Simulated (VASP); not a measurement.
# CdF2: single point with r2SCAN

The system is CdF2.

```
Cd F
1.0
     0.00000    2.61318    2.77482
     2.61318    0.00000    2.77482
     2.61318    2.61318    0.00000
Cd F
1 2
Direct
  0.00000 0.00000 0.00000
  0.25000 0.25000 0.25000
  0.75000 0.75000 0.75000
```

This cell differs from its parent crystal: strain -0.030 along x and y, +0.030 along z.

| Quantity | Value |
| --- | --- |
| Program | VASP 6.6.1 |
| Task | single point |
| Functional | r2SCAN |
| Potentials or basis | VASP PAW PBE potentials, release 64 (Cd_sv_GW, F) |
| Cutoff | 770 eV |
| k mesh | 8 × 8 × 8 |
| Occupations | gaussian, width 0.05 eV |
| Spin | no spin polarisation |

```yaml
Pressure: 3.3 GPa
Band_gap_on_the_k_mesh: 3.80 eV (least direct gap 4.23 eV)
```

Stress tensor (GPa, compression positive):
```
 5.73  0.00  0.00
 0.00  5.73  0.00
 0.00  0.00 -1.41
```

Levels at points of the mesh, in eV from the valence-band top:
```tsv
k point	band 13	band 14	band 15	band 16	band 17	band 18	band 19	band 20	band 21	band 22
(0.00, 0.00, 0.00)	-0.94	-0.94	-0.61	-0.61	-0.42	3.80	13.67	13.67	13.83	18.20
(0.50, 0.00, 0.00)	-2.48	-2.08	-1.94	-0.46	-0.44	8.18	9.68	15.63	16.09	18.85
(0.50, 0.50, 0.00)	-3.12	-3.12	-0.85	-0.09	-0.09	9.09	10.84	12.29	15.70	15.70
(0.50, 0.00, 0.50)	-3.12	-3.09	-0.50	-0.25	-0.07	9.06	10.59	12.24	15.03	15.84
```

Wall time 3.6 min on 1 thread of Intel(R) Xeon(R) Platinum 8488C (Sapphire Rapids), on a shared host, peak memory 0.29 GiB.

Caveat: the cell differs from its parent crystal (strain -0.030 along x and y, +0.030 along z); the stress differs along the axes, from -1 to 6 GPa; the PAW data sets were made with another functional, which shifts forces and pressure a little. A k mesh can miss the band edges.
